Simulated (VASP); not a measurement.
# TiTe2 in VASP: single point with r2SCAN

Aim: the single point of TiTe2 with r2SCAN.

Program: VASP 6.6.1. These are calculated values, not measurements. Logs are shortened: lines on timing, memory, paths and dates and some standing lists are left out, and cuts for length are marked.

### 1 The cell of the first run

The typed cell holds 3 atoms: a = 3.823 Å, b = 3.823 Å, c = 6.626 Å, α = 90.00°, β = 90.00°, γ = 120.00°.

### 2 Single point, r2SCAN

POSCAR reads:

```
TiTe2
1.0
    3.8227610000      0.0000000000      0.0000000000
   -1.9113810000      3.3106130000      0.0000000000
    0.0000000000      0.0000000000      6.6261190000
Ti Te
1 2
Direct
    0.0000000000      0.0000000000      0.0000000000
    0.3333000000      0.6667000000      0.2500000000
    0.6667000000      0.3333000000      0.7500000000
```

INCAR.step1 reads:

```
SYSTEM = TiTe2
PREC = Accurate ; ENCUT = 520
ISMEAR = 1 ; SIGMA = 0.079
LREAL = .False. ; LASPH = .True.
NELM = 60 ; NBANDS = 19
GGA = PE ; ALGO = Normal
EDIFF = 1E-4 ; LWAVE = .True.
LCHARG = .False.
```

INCAR.step2 reads:

```
SYSTEM = TiTe2
PREC = Accurate ; ENCUT = 520
EDIFF = 1E-6 ; ISMEAR = 1
SIGMA = 0.079 ; LREAL = .False.
LASPH = .True. ; NELM = 60
ALGO = Normal ; ISIF = 2
LWAVE = .False. ; LCHARG = .True.
METAGGA = R2SCAN ; LMIXTAU = .True.
LELF = .True. ; LVHAR = .True.
NBANDS = 19 ; ISTART = 1
```

KPOINTS reads:

```
regular mesh
0
Gamma
  8 8 4
  0 0 0
```

Potentials or basis: VASP PAW PBE potentials, release 64 (Ti_sv, Te).

The run is started by

```
$ cat potpaw_PBE.64/Ti_sv/POTCAR potpaw_PBE.64/Te/POTCAR > POTCAR
$ cp INCAR.step1 INCAR
$ mpirun -np 1 vasp_std > vasp.out
$ cp INCAR.step2 INCAR
$ mpirun -np 1 vasp_std > vasp.out
```

OUTCAR:

```text
SYSTEM = TiTe2
   PREC = Accurate
   ENCUT = 520
   EDIFF = 1E-6
   ISMEAR = 1
   LREAL = .False.
   LASPH = .True.
   NELM = 60
   ISIF = 2
   METAGGA = R2SCAN
   ISTART = 1

 ion  position               nearest neighbor table
   1  0.000  0.000  0.000-   2 2.76   3 2.76   3 2.76   2 2.76   3 2.76   2 2.76
   2  0.333  0.667  0.250-   1 2.76   1 2.76   1 2.76
   3  0.667  0.333  0.750-   1 2.76   1 2.76   1 2.76

  LATTYP: Found a hexagonal cell.
 ALAT       =     3.8227610000
 C/A-ratio  =     1.7333333159

  Lattice vectors:

 A1 = (   3.8227610000,   0.0000000000,   0.0000000000)
 A2 = (  -1.9113810000,   3.3106130000,   0.0000000000)
 A3 = (   0.0000000000,   0.0000000000,   6.6261190000)

Analysis of symmetry for initial positions (statically):
=====================================================================
 Subroutine PRICEL returns:
 Original cell was already a primitive cell.

 Routine SETGRP: Setting up the symmetry group for a
 hexagonal supercell.

 Subroutine GETGRP returns: Found  4 space group operations
 (whereof  4 operations were pure point group operations)
 out of a pool of 24 trial point group operations.

The static configuration has the point symmetry C_2h.

Analysis of symmetry for dynamics (positions and initial velocities):
=====================================================================
 Subroutine PRICEL returns:
 Original cell was already a primitive cell.

 Routine SETGRP: Setting up the symmetry group for a
 hexagonal supercell.

 Subroutine GETGRP returns: Found  4 space group operations
 (whereof  4 operations were pure point group operations)
 out of a pool of 24 trial point group operations.

The dynamic configuration has the point symmetry C_2h.

 Subroutine INISYM returns: Found  4 space group operations
 (whereof  4 operations are pure point group operations),
 and found     1 'primitive' translations

----------------------------------------------------------------------------------------

                                     Primitive cell

  volume of cell :      83.8581

  direct lattice vectors                    reciprocal lattice vectors
     3.822761000  0.000000000  0.000000000     0.261591033  0.151029471  0.000000000
    -1.911381000  3.310613000  0.000000000     0.000000000  0.302058863  0.000000000
     0.000000000  0.000000000  6.626119000     0.000000000  0.000000000  0.150917905

  length of vectors
     3.822761000  3.822765460  6.626119000     0.302059216  0.302058863  0.150917905

  position of ions in fractional coordinates (direct lattice)
     0.000000000  0.000000000  0.000000000
     0.333300000  0.666700000  0.250000000
     0.666700000  0.333300000  0.750000000

  ion indices of the primitive-cell ions
   primitive index   ion index
                 1           1
                 2           2
                 3           3

----------------------------------------------------------------------------------------

 KPOINTS: regular mesh

Automatic generation of k-mesh.
 Grid dimensions read from file:
 generate k-points for:    8    8    4

 Generating k-lattice:

  Cartesian coordinates                     Fractional coordinates (reciprocal lattice)
     0.032698879  0.018878684  0.000000000     0.125000000  0.000000000  0.000000000
     0.000000000  0.037757358  0.000000000     0.000000000  0.125000000  0.000000000
     0.000000000  0.000000000  0.037729476     0.000000000  0.000000000  0.250000000

  Length of vectors
     0.037757402  0.037757358  0.037729476

  Shift w.r.t. Gamma in fractional coordinates (k-lattice)
     0.000000000  0.000000000  0.000000000

 Subroutine IBZKPT returns following result:
 ===========================================

 Found     78 irreducible k-points:

 Following reciprocal coordinates:
            Coordinates               Weight
  0.000000  0.000000  0.000000      1.000000
  0.125000  0.000000  0.000000      4.000000
 -0.125000  0.125000  0.000000      2.000000
  0.250000  0.000000  0.000000      4.000000
 -0.250000  0.250000  0.000000      2.000000
  0.375000 -0.000000  0.000000      4.000000
[... 16 lines left out ...]
  0.125000  0.000000  0.250000      4.000000
  0.000000  0.125000  0.250000      4.000000
 [... further k-points ...]
   k-points           NKPTS =     78   k-points in BZ     NKDIM =     78   number of bands    NBANDS=     19
   number of dos      NEDOS =    301   number of ions     NIONS =      3
   total plane-waves  NPLWV =  39200
   dimension x,y,z NGX =    28 NGY =   28 NGZ =   50
   dimension x,y,z NGXF=    56 NGYF=   56 NGZF=  100
   ions per type =               1   2
   NGX,Y,Z   is equivalent  to a cutoff of  12.18, 12.18, 12.54 a.u.
   NGXF,Y,Z  is equivalent  to a cutoff of  24.35, 24.35, 25.09 a.u.
 SYSTEM =  TiTe2
   PREC   = accura    normal or accurate (medium, high low for compatibility)
   ISTART =      1    job   : 0-new  1-cont  2-samecut
   ICHARG =      0    charge: 1-file 2-atom 10-const
   ISPIN  =      1    spin polarized calculation?
   LNONCOLLINEAR =      F non collinear calculations
   LSORBIT =      F    spin-orbit coupling
   LASPH  =      T    aspherical Exc in radial PAW
   ENCUT  =  520.0 eV  38.22 Ry    6.18 a.u.   7.11  7.11 12.32*2*pi/ulx,y,z
   NELM   =     60;   NELMIN=  2; NELMDL=  0     # of ELM steps
   EDIFF  = 0.1E-05   stopping-criterion for ELM
   LREAL  =      F    real-space projection
   EDIFFG = 0.1E-04   stopping-criterion for IOM
   NSW    =      0    number of steps for IOM
   IBRION =     -1    ionic relax: 0-MD 1-quasi-New 2-CG
   NFREE  =      0    steps in history (QN), initial steepest desc. (CG)
   ISIF   =      2    stress and relaxation
   ISYM   =      2    0-nonsym 1-usesym 2-fastsym
   POTIM  = 0.5000    time-step for ionic-motion
   TEBEG  =    0.0;   TEEND  =   0.0 temperature during run
   PSTRESS=    0.0 pullay stress
   NELECT =      24.0000    total number of electrons
   NUPDOWN=      -1.0000    fix difference up-down
   EMIN   =  10.00;   EMAX   =-10.00  energy-range for DOS
   EFERMI =   0.00;   METHOD = LEGACY
   ISMEAR =     1;   SIGMA  =   0.08  broadening in eV -4-tet -1-fermi 0-gaus
   EFERMI_NEDOS =   21; number of points for ismear=-14 and -15
   IALGO  =     38    algorithm
   IMIX   =      4    mixing-type and parameters
     AMIX     =   0.40;   BMIX     =  1.00
     AMIX_MAG =   1.60;   BMIX_MAG =  1.00
  volume/ion in A,a.u.               =      27.95       188.63
  Fermi-wavevector in a.u.,A,eV,Ry     =   1.078856  2.038743 15.836245  1.163931
  Thomas-Fermi vector in A             =   2.214806
   LORBIT       =      0    0 simple, 1 ext, 2 COOP (PROOUT), +10 PAW based schemes
   METAGGA = R2SCAN    functional components
   LHFCALC =     F    Hartree Fock is set to
   AEXX    =    0.0000 exact exchange contribution
   IVDW    =     0    specifies the selected vdW correction
   LEPSILON=     F    determine dielectric tensor
   LRPA    =     F    only Hartree local field effects (RPA)
 non-spin polarized calculation
 Methfessel and Paxton  Order N= 1 SIGMA  =   0.08
  energy-cutoff  :      520.00
  volume of cell :       83.86
 maximum number of plane-waves:      2277
   NGX = 15   NGY = 15   NGZ = 25

 number of electron      23.9999995 magnetization

 Free energy of the ion-electron system (eV)
  ---------------------------------------------------
  ext. energy  EPLUGINS =         0.00000000
  ---------------------------------------------------
  free energy    TOTEN  =       -66.28598831 eV

  energy without entropy =      -66.28544155  energy(sigma->0) =      -66.28580606

 E-fermi :   6.3146     XC(G=0): -10.0778

 val. band max:        6.3144222767   @ k =   0.5000   0.5000   0.2500
 cond. band min:       6.3146146049   @ k =   0.5000   0.0000   0.2500
 fundamental gap:      0.0001923282
 Fermi energy:         6.3145775544

 k-point     1 :       0.0000    0.0000    0.0000
  band No.  band energies     occupation
      1     -53.8028      2.00000
      2     -29.0130      2.00000
      3     -29.0130      2.00000
      4     -28.9749      2.00000
      5      -6.5613      2.00000
      6      -5.0838      2.00000
[... 11 lines left out ...]
     18      11.7601      0.00000
     19      12.7575      0.00000

 k-point     2 :       0.1250    0.0000    0.0000
  band No.  band energies     occupation
      1     -53.8024      2.00000
      2     -29.0188      2.00000
      3     -29.0143      2.00000
      4     -28.9735      2.00000
      5      -6.3881      2.00000
      6      -5.0005      2.00000
[... 11 lines left out ...]
     18      12.6194      0.00000
     19      13.4264      0.00000

 k-point     3 :      -0.1250    0.1250    0.0000
  band No.  band energies     occupation
      1     -53.8024      2.00000
      2     -29.0188      2.00000
      3     -29.0143      2.00000
      4     -28.9735      2.00000
      5      -6.3881      2.00000
      6      -5.0005      2.00000
[... 11 lines left out ...]
     18      12.6190      0.00000
     19      13.4265      0.00000

 k-point     4 :       0.2500    0.0000    0.0000
  band No.  band energies     occupation
      1     -53.8014      2.00000
      2     -29.0328      2.00000
      3     -29.0174      2.00000
      4     -28.9701      2.00000
      5      -5.9069      2.00000
      6      -4.7942      2.00000
[... 11 lines left out ...]
     18      12.3087      0.00000
     19      13.3464      0.00000

 k-point     5 :      -0.2500    0.2500    0.0000
  band No.  band energies     occupation
      1     -53.8014      2.00000
      2     -29.0328      2.00000
      3     -29.0174      2.00000
      4     -28.9701      2.00000
      5      -5.9069      2.00000
      6      -4.7942      2.00000
[... 11 lines left out ...]
     18      12.3085      0.00000
     19      13.3456      0.00000

 k-point     6 :       0.3750   -0.0000    0.0000
  band No.  band energies     occupation
      1     -53.8005      2.00000
      2     -29.0467      2.00000
      3     -29.0206      2.00000
      4     -28.9667      2.00000
      5      -5.2622      2.00000
      6      -4.6155      2.00000
[... 11 lines left out ...]
     18      11.9804      0.00000
     19      12.3632      0.00000

 k-point     7 :      -0.3750    0.3750    0.0000
  band No.  band energies     occupation
      1     -53.8005      2.00000
      2     -29.0467      2.00000
      3     -29.0206      2.00000
      4     -28.9667      2.00000
      5      -5.2622      2.00000
      6      -4.6154      2.00000
[... 11 lines left out ...]
     18      11.9799      0.00000
     19      12.3628      0.00000

 k-point     8 :       0.5000    0.0000    0.0000
  band No.  band energies     occupation
      1     -53.8001      2.00000
      2     -29.0524      2.00000
      3     -29.0219      2.00000
      4     -28.9653      2.00000
      5      -4.8066      2.00000
      6      -4.6694      2.00000
[... 256 lines left out ...]
 k-point    20 :       0.3750    0.2500    0.0000
  band No.  band energies     occupation
      1     -53.7998      2.00000
      2     -29.0451      2.00000
      3     -29.0343      2.00000
      4     -28.9643      2.00000
      5      -4.6403      2.00000
      6      -4.5443      2.00000
[... 11 lines left out ...]
     18      10.9078      0.00000
     19      14.6041      0.00000

 k-point    21 :       0.3750    0.3750    0.0000
  band No.  band energies     occupation
      1     -53.7998      2.00000
      2     -29.0451      2.00000
      3     -29.0343      2.00000
      4     -28.9643      2.00000
      5      -4.6405      2.00000
      6      -4.5440      2.00000
[... 11 lines left out ...]
     18      10.9075      0.00000
     19      14.6045      0.00000

 k-point    22 :       0.0000    0.0000    0.2500
  band No.  band energies     occupation
      1     -53.8028      2.00000
      2     -29.0130      2.00000
      3     -29.0130      2.00000
      4     -28.9749      2.00000
      5      -6.4319      2.00000
      6      -5.3193      2.00000
[... 11 lines left out ...]
     18      11.8713      0.00000
     19      13.6215      0.00000

 k-point    23 :       0.1250    0.0000    0.2500
  band No.  band energies     occupation
      1     -53.8024      2.00000
      2     -29.0188      2.00000
      3     -29.0143      2.00000
      4     -28.9735      2.00000
      5      -6.2605      2.00000
      6      -5.2228      2.00000
[... 11 lines left out ...]
     18      12.7274      0.00000
     19      13.7650      0.00000

 k-point    24 :       0.0000    0.1250    0.2500
  band No.  band energies     occupation
      1     -53.8024      2.00000
      2     -29.0187      2.00000
      3     -29.0143      2.00000
      4     -28.9735      2.00000
      5      -6.2630      2.00000
      6      -5.2185      2.00000
[... 11 lines left out ...]
     18      12.5583      0.00000
     19      13.5158      0.00000

 [... further k-points ...]

------------------------ aborting loop because EDIFF is reached ----------------------------------------

  FORCE on cell =-STRESS in cart. coord.  units (eV):
  Direction    XX          YY          ZZ          XY          YZ          ZX
  --------------------------------------------------------------------------------------
  -------------------------------------------------------------------------------------
  Total        0.3705077      0.3692021      0.8308339     -0.0011317     -0.0016892      0.0029258
  in kB        7.0788548      7.0539097     15.8737675     -0.0216222     -0.0322742      0.0559005
  external PRESSURE =      10.0021773 kB  Pullay stress =       0.0000000 kB

 VOLUME and BASIS-vectors are now :
 -----------------------------------------------------------------------------
  energy-cutoff  :      520.00
  volume of cell :       83.86
      direct lattice vectors                 reciprocal lattice vectors
     3.822761000  0.000000000  0.000000000     0.261591033  0.151029471  0.000000000
    -1.911381000  3.310613000  0.000000000     0.000000000  0.302058863  0.000000000
     0.000000000  0.000000000  6.626119000     0.000000000  0.000000000  0.150917905

 POSITION                                       TOTAL-FORCE (eV/Angst)
 -----------------------------------------------------------------------------------
      0.00000      0.00000      0.00000        -0.000000      0.000000      0.000000
     -0.00019      2.20719      1.65653         0.000973     -0.000562      0.229022
      1.91157      1.10343      4.96959        -0.000973      0.000562     -0.229022
 -----------------------------------------------------------------------------------
    total drift:                               -0.000000     -0.000000     -0.000000

  FREE ENERGIE OF THE ION-ELECTRON SYSTEM (eV)
  ---------------------------------------------------
  free  energy   TOTEN  =       -66.2859883068 eV

  energy  without entropy=      -66.2854415532  energy(sigma->0) =      -66.28580606
```

It took 10 min on 1 thread of Intel Xeon 8259CL, shared host; peak memory 0.28 GiB.

Results:

* Free energy: -66.2860 eV
* Pressure: 1.0 GPa
* Largest force: 0.229 eV/Å
* Band gap on the k mesh: zero (bands 12 and 13 overlap by 0.48 eV)

Forces on the atoms (eV/Å):
```
Ti   0.000  0.000  0.000
Te   0.001 -0.001  0.229
Te  -0.001  0.001 -0.229
```

Stress tensor (GPa, compression positive):
```
0.71 0.00 0.01
0.00 0.71 0.00
0.01 0.00 1.59
```

Caveat: the PAW data sets were made with another functional, which shifts forces and pressure a little; spin-orbit coupling is left out, which moves the levels of the heavy elements.
